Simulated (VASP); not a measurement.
# Sn (Immm) in VASP: notebook

The runs below take Sn through single point, with PBE.

All numbers are computed with VASP 6.6.1; they aren't measurements. Logs are shortened: lines on timing, memory, paths and dates and some standing lists are left out, and cuts for length are marked.

## 1. The cell of the first run

It takes space group Immm (No. 71, orthorhombic). The conventional cell has a = 3.453 Å, b = 3.551 Å, c = 4.677 Å, α = 90.00°, β = 90.00°, γ = 90.00°. Within 4.5 Å of Sn (site symmetry mmm) lie 12 Sn at 3.41 to 3.55 Å.

## 2. Single point, PBE

INCAR reads:

```
PREC = Accurate
ENCUT = 520
EDIFF = 1E-6
ISMEAR = 0
SIGMA = 0.014
LREAL = F
LASPH = T
NELM = 60
ALGO = Fast
ISIF = 2
LWAVE = F
LCHARG = F
GGA = PE
NBANDS = 13
```

KPOINTS reads:

```
regular mesh
0
Gamma
  11 11 11
```

POSCAR reads:

```
Sn
1.0
   -1.7265390000      1.7755470000      2.3383420000
    1.7265390000     -1.7755470000      2.3383420000
    1.7265390000      1.7755470000     -2.3383420000
Sn
1
Direct
    0.0000000000      0.0000000000      0.0000000000
```

Potentials or basis: VASP PAW PBE potentials, release 64 (Sn_d).

Started as:

```console
$ cat potpaw_PBE.64/Sn_d/POTCAR > POTCAR
$ mpirun -np 1 vasp_std > vasp.out
```

OUTCAR:

```text
PREC = Accurate
   ENCUT = 520
   EDIFF = 1E-6
   ISMEAR = 0
   LREAL = F
   LASPH = T
   NELM = 60
   ISIF = 2
   GGA = PE

 ion  position               nearest neighbor table
   1  0.000  0.000  0.000-

  LATTYP: Found a body centered orthorhombic cell.
 ALAT       =     3.4530780000
 B/A-ratio  =     1.0283851103
 C/A-ratio  =     1.3543522620

  Lattice vectors:

 A1 = (  -1.7265390000,   1.7755470000,   2.3383420000)
 A2 = (   1.7265390000,  -1.7755470000,   2.3383420000)
 A3 = (   1.7265390000,   1.7755470000,  -2.3383420000)

Analysis of symmetry for initial positions (statically):
=====================================================================
 Subroutine PRICEL returns:
 Original cell was already a primitive cell.

 Routine SETGRP: Setting up the symmetry group for a
 body centered orthorhombic supercell.

 Subroutine GETGRP returns: Found  8 space group operations
 (whereof  8 operations were pure point group operations)
 out of a pool of  8 trial point group operations.

The static configuration has the point symmetry D_2h.

Analysis of symmetry for dynamics (positions and initial velocities):
=====================================================================
 Subroutine PRICEL returns:
 Original cell was already a primitive cell.

 Routine SETGRP: Setting up the symmetry group for a
 body centered orthorhombic supercell.

 Subroutine GETGRP returns: Found  8 space group operations
 (whereof  8 operations were pure point group operations)
 out of a pool of  8 trial point group operations.

The dynamic configuration has the point symmetry D_2h.

 Subroutine INISYM returns: Found  8 space group operations
 (whereof  8 operations are pure point group operations),
 and found     1 'primitive' translations

----------------------------------------------------------------------------------------

                                     Primitive cell

  volume of cell :      28.6732

  direct lattice vectors                    reciprocal lattice vectors
    -1.726539000  1.775547000  2.338342000     0.000000000  0.281603359  0.213826720
     1.726539000 -1.775547000  2.338342000     0.289596702  0.000000000  0.213826720
     1.726539000  1.775547000 -2.338342000     0.289596702  0.281603359  0.000000000

  length of vectors
     3.406075069  3.406075069  3.406075069     0.353584952  0.359983494  0.403938983

  position of ions in fractional coordinates (direct lattice)
[... 79 lines left out ...]
   EDIFFG = 0.1E-04   stopping-criterion for IOM
   NSW    =      0    number of steps for IOM
   IBRION =     -1    ionic relax: 0-MD 1-quasi-New 2-CG
   NFREE  =      0    steps in history (QN), initial steepest desc. (CG)
   ISIF   =      2    stress and relaxation
   ISYM   =      2    0-nonsym 1-usesym 2-fastsym
   POTIM  = 0.5000    time-step for ionic-motion
   TEBEG  =    0.0;   TEEND  =   0.0 temperature during run
   PSTRESS=    0.0 pullay stress
   NELECT =      14.0000    total number of electrons
   NUPDOWN=      -1.0000    fix difference up-down
   EMIN   =  10.00;   EMAX   =-10.00  energy-range for DOS
   EFERMI =   0.00;   METHOD = LEGACY
   ISMEAR =     0;   SIGMA  =   0.01  broadening in eV -4-tet -1-fermi 0-gaus
   EFERMI_NEDOS =   21; number of points for ismear=-14 and -15
   IALGO  =     68    algorithm
   IMIX   =      4    mixing-type and parameters
     AMIX     =   0.40;   BMIX     =  1.00
     AMIX_MAG =   1.60;   BMIX_MAG =  1.00
  volume/ion in A,a.u.               =      28.67       193.50
  Fermi-wavevector in a.u.,A,eV,Ry     =   1.289116  2.436076 22.610433  1.661820
  Thomas-Fermi vector in A             =   2.421028
   LORBIT       =      0    0 simple, 1 ext, 2 COOP (PROOUT), +10 PAW based schemes
   GGA     = PE    functional components
   LHFCALC =     F    Hartree Fock is set to
   AEXX    =    0.0000 exact exchange contribution
   IVDW    =     0    specifies the selected vdW correction
   LEPSILON=     F    determine dielectric tensor
   LRPA    =     F    only Hartree local field effects (RPA)
 non-spin polarized calculation
 RMM-DIIS sequential band-by-band and
 Gauss-broadening in eV      SIGMA  =   0.01
  energy-cutoff  :      520.00
  volume of cell :       28.67
 maximum number of plane-waves:       788
 NGX is ok and might be reduce to    28
   NGX = 13   NGY = 13   NGZ = 13

 number of electron      13.9999998 magnetization

 Free energy of the ion-electron system (eV)
  ---------------------------------------------------
  ext. energy  EPLUGINS =         0.00000000
  ---------------------------------------------------
  free energy    TOTEN  =        -3.78617775 eV

  energy without entropy =       -3.78609285  energy(sigma->0) =       -3.78613530

 E-fermi :   7.5287     XC(G=0): -10.1143

 val. band max:        7.5008118161   @ k =   0.1818   0.1818   0.1818
 cond. band min:       7.5325932279   @ k =  -0.1818   0.3636   0.0000
 fundamental gap:      0.0317814118
 Fermi energy:         7.5287264898

 k-point     1 :       0.0000    0.0000    0.0000
  band No.  band energies     occupation
      1     -14.0513      2.00000
      2     -14.0358      2.00000
      3     -14.0166      2.00000
      4     -13.9880      2.00000
      5     -13.9531      2.00000
      6      -3.2499      2.00000
      7      14.5423      0.00000
      8      14.6860      0.00000
      9      15.0916      0.00000
     10      18.1243      0.00000
     11      18.6351      0.00000
     12      19.1449      0.00000
     13      19.3030      0.00000
[... 354 lines left out ...]
  band No.  band energies     occupation
      1     -14.0509      2.00000
      2     -14.0115      2.00000
      3     -13.9843      2.00000
      4     -13.9459      2.00000
      5     -13.9074      2.00000
      6       0.1297      2.00000
      7       5.2453      2.00000
      8       9.9836      0.00000
      9      11.6671      0.00000
     10      14.8934      0.00000
     11      19.9231      0.00000
     12      20.9641      0.00000
     13      22.3626      0.00000

 [... further k-points ...]
[... 5 lines left out ...]
  --------------------------------------------------------------------------------------
  -------------------------------------------------------------------------------------
  Total       -0.0445192     -0.4048658     -0.0988632      0.0000000      0.0000000      0.0000000
  in kB       -2.4876036    -22.6227328     -5.5241900      0.0000000      0.0000000      0.0000000
  external PRESSURE =     -10.2115088 kB  Pullay stress =       0.0000000 kB

 VOLUME and BASIS-vectors are now :
 -----------------------------------------------------------------------------
  energy-cutoff  :      520.00
  volume of cell :       28.67
      direct lattice vectors                 reciprocal lattice vectors
    -1.726539000  1.775547000  2.338342000     0.000000000  0.281603359  0.213826720
     1.726539000 -1.775547000  2.338342000     0.289596702  0.000000000  0.213826720
     1.726539000  1.775547000 -2.338342000     0.289596702  0.281603359  0.000000000

 POSITION                                       TOTAL-FORCE (eV/Angst)
 -----------------------------------------------------------------------------------
      0.00000      0.00000      0.00000         0.000000      0.000000     -0.000000
 -----------------------------------------------------------------------------------
    total drift:                                0.000000     -0.000000     -0.000000

  FREE ENERGIE OF THE ION-ELECTRON SYSTEM (eV)
  ---------------------------------------------------
  free  energy   TOTEN  =        -3.7861777452 eV

  energy  without entropy=       -3.7860928477  energy(sigma->0) =       -3.78613530
```

OSZICAR:

```text
N       E                     dE             d eps       ncg     rms          rms(c)
DAV:   1     0.799510226083E+02    0.79951E+02   -0.72175E+03  5769   0.157E+03
DAV:   2     0.183682833664E+01   -0.78114E+02   -0.75746E+02  5936   0.333E+02
DAV:   3    -0.367515400557E+01   -0.55120E+01   -0.54890E+01  6681   0.728E+01
DAV:   4    -0.379280403184E+01   -0.11765E+00   -0.11763E+00  6753   0.114E+01
DAV:   5    -0.379688164828E+01   -0.40776E-02   -0.40775E-02  7565   0.206E+00    0.119E+00
RMM:   6    -0.378875388502E+01    0.81278E-02   -0.78678E-03  7080   0.114E+00    0.681E-01
RMM:   7    -0.378621017575E+01    0.25437E-02   -0.64695E-03  7034   0.928E-01    0.864E-02
RMM:   8    -0.378614179170E+01    0.68384E-04   -0.75836E-04  7735   0.426E-01    0.279E-02
RMM:   9    -0.378617393140E+01   -0.32140E-04   -0.29494E-04  8304   0.171E-01    0.174E-02
RMM:  10    -0.378617510433E+01   -0.11729E-05   -0.52628E-05  7760   0.111E-01    0.119E-03
RMM:  11    -0.378617743742E+01   -0.23331E-05   -0.30183E-05  8887   0.522E-02    0.464E-03
RMM:  12    -0.378617774518E+01   -0.30776E-06   -0.22667E-06  4914   0.167E-02
   1 F= -.37861777E+01 E0= -.37861353E+01  d E =-.848975E-04
```

Run time: 1.8 min. Hardware: 1 thread of Intel Xeon 8259CL, shared host; peak memory 0.21 GiB.

What came out:

| Property | Result |
| --- | --- |
| Free energy | -3.7862 eV |
| Pressure | -1.0 GPa |
| Band gap on the k mesh | zero (band 7 reaches 14.54 eV, above the bottom of band 8 at 5.75 eV) |

Levels at points of the mesh, in eV from the Fermi level:
```tsv
k point	band 3	band 4	band 5	band 6	band 7	band 8	band 9	band 10	band 11	band 12
(0.00, 0.00, 0.00)	-21.55	-21.52	-21.48	-10.78	7.01	7.16	7.56	10.60	11.11	11.62
```

Caveat: spin-orbit coupling is left out, which moves the levels of the heavy elements.

## 3. Single point, PBE

INCAR reads:

```
PREC     = Accurate       # precision mode
ENCUT    = 520            # plane-wave cutoff, eV
EDIFF    = 1E-6           # SCF threshold, eV
ISMEAR   = 0              # smearing method
SIGMA    = 0.016          # smearing width, eV
LREAL    = False          # projectors in reciprocal space
LASPH    = True           # aspherical terms in the spheres
NELM     = 60             # most SCF steps
ALGO     = Normal         # electronic algorithm
ISIF     = 2              # what is computed and relaxed
LWAVE    = False          # write WAVECAR
LCHARG   = True           # write CHGCAR
GGA      = PE             # functional
LELF     = True           # ELF
LVHAR    = True         
NBANDS   = 13             # bands
```

KPOINTS is that of step 2.

POSCAR is that of step 2.

Potentials or basis: VASP PAW PBE potentials, release 64 (Sn_d).

Started as:

```console
$ cat potpaw_PBE.64/Sn_d/POTCAR > POTCAR
$ mpirun -np 1 vasp_std > vasp.out
```

It took 93 s on 1 thread of Intel Xeon 8259CL, shared host; peak memory 0.21 GiB.

The run converged. Its results:

| Property | Result |
| --- | --- |
| Free energy | -3.7862 eV |
| Pressure | -1.1 GPa |
| Band gap on the k mesh | zero (band 7 reaches 14.54 eV, above the bottom of band 8 at 5.75 eV) |

Stress tensor (GPa, compression positive):
```
-0.30  0.00  0.00
 0.00 -2.30  0.00
 0.00  0.00 -0.60
```

Levels at points of the mesh, in eV from the Fermi level:
| k point | band 5 | band 6 | band 7 | band 8 | band 9 | band 10 |
| --- | --- | --- | --- | --- | --- | --- |
| (0.00, 0.00, 0.00) | -21.48 | -10.78 | 7.01 | 7.16 | 7.56 | 10.60 |

Caveat: spin-orbit coupling is left out, which moves the levels of the heavy elements.
